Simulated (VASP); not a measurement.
# NdMo (R-3m) in VASP: vibrations by perturbation theory with PBE

Aim: the vibrations by perturbation theory of NdMo with PBE.

Everything below comes from runs of VASP 6.6.1. Logs are shortened: lines on timing, memory, paths and dates and some standing lists are left out, and cuts for length are marked.

## Step 1: The cell of the first run

Symmetry: R-3m, No. 166, trigonal system. Conventional cell: a = 4.313 Å, b = 4.313 Å, c = 19.827 Å, α = 90.00°, β = 90.00°, γ = 120.00°. Nd (site symmetry 3m) has 6 Mo at 3.01 to 3.36 Å and 4 Nd at 3.64 to 3.95 Å within 4.0 Å. Within 3.4 Å of Mo (site symmetry 3m) lie 3 Mo at 2.55 Å and 6 Nd at 3.01 to 3.36 Å.

## Step 2: Vibrations by perturbation theory, PBE

The input, INCAR:

```
PREC = Accurate
ENCUT = 500
EDIFF = 1E-8
ISMEAR = 0
SIGMA = 0.1
LREAL = F
LASPH = T
NELM = 200
ALGO = Normal
ISIF = 2
LWAVE = F
LCHARG = F
GGA = PE
IBRION = 8
NSW = 1
GGA_COMPAT = F
LMAXMIX = 6
KPAR = 4
```

The input, KPOINTS:

```
regular mesh
0
Gamma
  12 12 12
```

The input, POSCAR:

```
NdMo
1.0
    2.1563426108      1.2449649868      6.6088491651
   -2.1563426108      1.2449649868      6.6088491651
    0.0000000000     -2.4899299736      6.6088491651
Nd Mo
2 2
Direct
    0.0996520877      0.0996520877      0.0996520877
    0.9003479123      0.9003479123      0.9003479123
    0.6807433627      0.6807433627      0.6807433627
    0.3192566373      0.3192566373      0.3192566373
```

Potentials or basis: VASP PAW PBE potentials, release 64 (Nd_3, Mo_sv), 4f in core.

Launch:

```console
cat potpaw_PBE.64/Nd_3/POTCAR potpaw_PBE.64/Mo_sv/POTCAR > POTCAR
mpirun -np 4 vasp_std > vasp.out
```

OUTCAR:

```text
PREC = Accurate
   ENCUT = 500
   EDIFF = 1E-8
   ISMEAR = 0
   LREAL = F
   LASPH = T
   NELM = 200
   ISIF = 2
   GGA = PE
   IBRION = 8
   NSW = 1

 ion  position               nearest neighbor table
   1  0.100  0.100  0.100-   3 3.01   3 3.01   3 3.01   4 3.36   4 3.36   4 3.36   2 3.64   2 3.64
                             2 3.64
   2  0.900  0.900  0.900-   4 3.01   4 3.01   4 3.01   3 3.36   3 3.36   3 3.36   1 3.64   1 3.64
                             1 3.64
   3  0.681  0.681  0.681-   4 2.55   4 2.55   4 2.55   1 3.01   1 3.01   1 3.01   2 3.36   2 3.36
                             2 3.36
   4  0.319  0.319  0.319-   3 2.55   3 2.55   3 2.55   2 3.01   2 3.01   2 3.01   1 3.36   1 3.36
                             1 3.36

  LATTYP: Found a trigonal (rhomboedric) cell.
 ALAT       =     7.0623394538
 COS(alpha) =     0.8135474407

  Lattice vectors:

 A1 = (   2.1563426108,   1.2449649868,   6.6088491651)
 A2 = (  -2.1563426108,   1.2449649868,   6.6088491651)
 A3 = (   0.0000000000,  -2.4899299736,   6.6088491651)

Analysis of symmetry for initial positions (statically):
=====================================================================
 Subroutine PRICEL returns:
 Original cell was already a primitive cell.

 Routine SETGRP: Setting up the symmetry group for a
 trigonal (rhombohedral) supercell.

 Subroutine GETGRP returns: Found 12 space group operations
 (whereof 12 operations were pure point group operations)
 out of a pool of 12 trial point group operations.

The static configuration has the point symmetry D_3d.

Analysis of symmetry for dynamics (positions and initial velocities):
=====================================================================
 Subroutine PRICEL returns:
 Original cell was already a primitive cell.

 Routine SETGRP: Setting up the symmetry group for a
 trigonal (rhombohedral) supercell.

 Subroutine GETGRP returns: Found 12 space group operations
 (whereof 12 operations were pure point group operations)
 out of a pool of 12 trial point group operations.

The dynamic configuration has the point symmetry D_3d.

 Subroutine INISYM returns: Found 12 space group operations
 (whereof 12 operations are pure point group operations),
 and found     1 'primitive' translations

----------------------------------------------------------------------------------------

                                     Primitive cell

  volume of cell :     106.4516

  direct lattice vectors                    reciprocal lattice vectors
     2.156342611  1.244964987  6.608849165     0.231874099  0.133872573  0.050437425
    -2.156342611  1.244964987  6.608849165    -0.231874099  0.133872573  0.050437425
     0.000000000 -2.489929974  6.608849165     0.000000000 -0.267745147  0.050437425

  length of vectors
     7.062339454  7.062339454  7.062339454     0.272454395  0.272454395  0.272454395

  position of ions in fractional coordinates (direct lattice)
     0.099652088  0.099652088  0.099652088
     0.900347912  0.900347912  0.900347912
     0.680743363  0.680743363  0.680743363
     0.319256637  0.319256637  0.319256637

  ion indices of the primitive-cell ions
   primitive index   ion index
                 1           1
                 2           2
                 3           3
                 4           4

----------------------------------------------------------------------------------------

[... 128 lines left out ...]
  band No.  band energies     occupation
      1     -54.9201      2.00000
      2     -54.5665      2.00000
      3     -32.1338      2.00000
      4     -32.0667      2.00000
      5     -29.4221      2.00000
      6     -29.4221      2.00000
[... 781 lines left out ...]
     29       7.1680      0.00000
     30       7.5250      0.00000

 [... further k-points ...]

------------------------ aborting loop because EDIFF is reached ----------------------------------------

  FORCE on cell =-STRESS in cart. coord.  units (eV):
  Direction    XX          YY          ZZ          XY          YZ          ZX
  --------------------------------------------------------------------------------------
  -------------------------------------------------------------------------------------
  Total        0.1745029      0.1745029      0.1468788      0.0000000     -0.0000000     -0.0000000
  in kB        2.6264028      2.6264028      2.2106387      0.0000000     -0.0000000     -0.0000000
  external PRESSURE =       2.4878147 kB  Pullay stress =       0.0000000 kB

 VOLUME and BASIS-vectors are now :
 -----------------------------------------------------------------------------
  energy-cutoff  :      500.00
  volume of cell :      106.45
      direct lattice vectors                 reciprocal lattice vectors
     2.156342611  1.244964987  6.608849165     0.231874099  0.133872573  0.050437425
    -2.156342611  1.244964987  6.608849165    -0.231874099  0.133872573  0.050437425
     0.000000000 -2.489929974  6.608849165     0.000000000 -0.267745147  0.050437425

 POSITION                                       TOTAL-FORCE (eV/Angst)
 -----------------------------------------------------------------------------------
      0.00000      0.00000      1.97576         0.000000      0.000000      0.014473
      0.00000      0.00000     17.85079         0.000000     -0.000000     -0.014473
      0.00000      0.00000     13.49679         0.000000     -0.000000      0.033671
      0.00000      0.00000      6.32976         0.000000     -0.000000     -0.033671
 -----------------------------------------------------------------------------------
    total drift:                               -0.000000      0.000000      0.000000

  FREE ENERGIE OF THE ION-ELECTRON SYSTEM (eV)
  ---------------------------------------------------
  free  energy   TOTEN  =       -29.9990309260 eV

  energy  without entropy=      -29.9782447093  energy(sigma->0) =      -29.98863782

[... ionic steps 2 to 9 ...]

--------------------------------------- Ionic step       10  -------------------------------------------

------------------------ aborting loop because EDIFF is reached ----------------------------------------

[... ionic steps 11 to 11 ...]

--------------------------------------- Ionic step       12  -------------------------------------------

 Free energy of the ion-electron system (eV)
  ---------------------------------------------------
  ---------------------------------------------------
  free energy    TOTEN  =        -0.64660255 eV

  energy without entropy =       -0.64661768

------------------------ aborting loop because EDIFF is reached ----------------------------------------

 INTERNAL STRAIN TENSOR  FOR ION    3  DIRECTION 3   (eV/Angst):
 -----------------------------------------------------------------------------
    -4.35195  0.00000 -0.00000
     0.00000 -4.35195  0.00000
     0.00000  0.00000 -4.14069

 INTERNAL STRAIN TENSOR FOR ION    4 for displacements in x,y,z  (eV/Angst):
          X           Y           Z          XY          YZ          ZX
  --------------------------------------------------------------------------------
  x     0.00000     0.00000    -0.00000     2.15097    -0.00000    -0.48214
  y     2.15097    -2.15097     0.00000     0.00000    -0.28165     0.00000
  z     4.35195     4.35195     4.14069     0.00000     0.00000     0.00000

 SECOND DERIVATIVES (NOT SYMMETRIZED)
 ------------------------------------
               1X          1Y          1Z          2X          2Y          2Z          3X          3Y          3Z          4X          4Y          4Z
  1X    -3.661876    0.000000    0.000000    1.044515    0.000000    0.000000    2.717369    0.000000    0.000000   -0.100008    0.000000    0.000000
  1Y     0.000000   -3.661876    0.000000    0.000000    1.044515    0.000000    0.000000    2.717369    0.000000    0.000000   -0.100008   -0.000000
  1Z     0.000000    0.000000   -5.974970    0.000000    0.000000    1.940672    0.000000    0.000000    1.433878    0.000000    0.000000    2.600420
  2X     1.044515    0.000000    0.000000   -3.661876    0.000000    0.000000   -0.100008    0.000000    0.000000    2.717369    0.000000    0.000000
  2Y     0.000000    1.044515    0.000000    0.000000   -3.661876    0.000000    0.000000   -0.100008   -0.000000    0.000000    2.717369    0.000000
  2Z     0.000000    0.000000    1.940672    0.000000    0.000000   -5.974970    0.000000    0.000000    2.600420    0.000000    0.000000    1.433878
  3X     2.699444    0.000000   -0.000000   -0.102852    0.000000    0.000000   -9.183722   -0.000000    0.000000    6.587130    0.000000   -0.000000
  3Y     0.000000    2.699444    0.000000   -0.000000   -0.102852   -0.000000    0.000000   -9.183722    0.000000   -0.000000    6.587130   -0.000000
  3Z     0.000000    0.000000    1.449637    0.000000    0.000000    2.605280    0.000000    0.000000   -8.196040    0.000000    0.000000    4.141123
  4X    -0.102852    0.000000    0.000000    2.699444    0.000000   -0.000000    6.587130    0.000000   -0.000000   -9.183722   -0.000000    0.000000
  4Y    -0.000000   -0.102852   -0.000000    0.000000    2.699444    0.000000   -0.000000    6.587130   -0.000000    0.000000   -9.183722    0.000000
  4Z     0.000000    0.000000    2.605280    0.000000    0.000000    1.449637    0.000000    0.000000    4.141123    0.000000    0.000000   -8.196040

 Eigenvectors and eigenvalues of the dynamical matrix
 ----------------------------------------------------

   1 f  =    6.418780 THz    40.330387 2PiTHz  214.107467 cm-1    26.545931 meV
             X         Y         Z           dx          dy          dz
      0.000000  0.000000  1.975757     0.122361   -0.000003    0.000000
      0.000000  0.000000 17.850791    -0.122361    0.000003   -0.000000
      0.000000  0.000000 13.496791    -0.696439    0.000016   -0.000000
      0.000000  0.000000  6.329757     0.696439   -0.000016   -0.000000
[... 71 lines left out ...]
  12 f/i=    0.006490 THz     0.040779 2PiTHz    0.216491 cm-1     0.026842 meV
             X         Y         Z           dx          dy          dz
      0.000000  0.000000  1.975757     0.311591   -0.449699    0.000000
      0.000000  0.000000 17.850791     0.311591   -0.449699    0.000000
      0.000000  0.000000 13.496791     0.255136   -0.368222    0.000000
      0.000000  0.000000  6.329757     0.255136   -0.368222    0.000000

--------------------------------------------------------------------------------------------------------

 ELASTIC MODULI CONTR FROM IONIC RELAXATION (kBar)
 Direction    XX          YY          ZZ          XY          YZ          ZX
 --------------------------------------------------------------------------------
 XX        -221.5772   -186.0633   -269.6790     -0.0000     28.5749      0.0000
 YY        -186.0633   -221.5772   -269.6790     -0.0000    -28.5749      0.0000
 ZZ        -269.6790   -269.6790   -365.0731     -0.0000      0.0000      0.0000
 XY          -0.0000     -0.0000     -0.0000    -17.7570      0.0000     28.0399
 YZ          28.5749    -28.5749      0.0000      0.0000    -84.3736     -0.0000
 ZX           0.0000      0.0000      0.0000     28.0399     -0.0000    -76.5292
 --------------------------------------------------------------------------------
```

Wall time 1.8 h (4 MPI ranks of AMD EPYC 9R45 (Zen 5), shared host); peak memory 4.6 GiB.

Results:

```yaml
Highest_phonon_frequency_at_Γ: 214 cm⁻¹
```

Phonon frequencies in cm⁻¹ (negative: imaginary):
```csv
q point,frequencies
"(0.000, 0.000, 0.000)",0 0 0 88 88 111 111 121 138 188 214 214
```

Caveat: spin-orbit coupling is left out, which moves the levels of the heavy elements; the 4f electrons are frozen in the core, so they carry no moment and show no levels. Spin polarisation is off, so any magnetic state and its effect on volume and gap are missing.
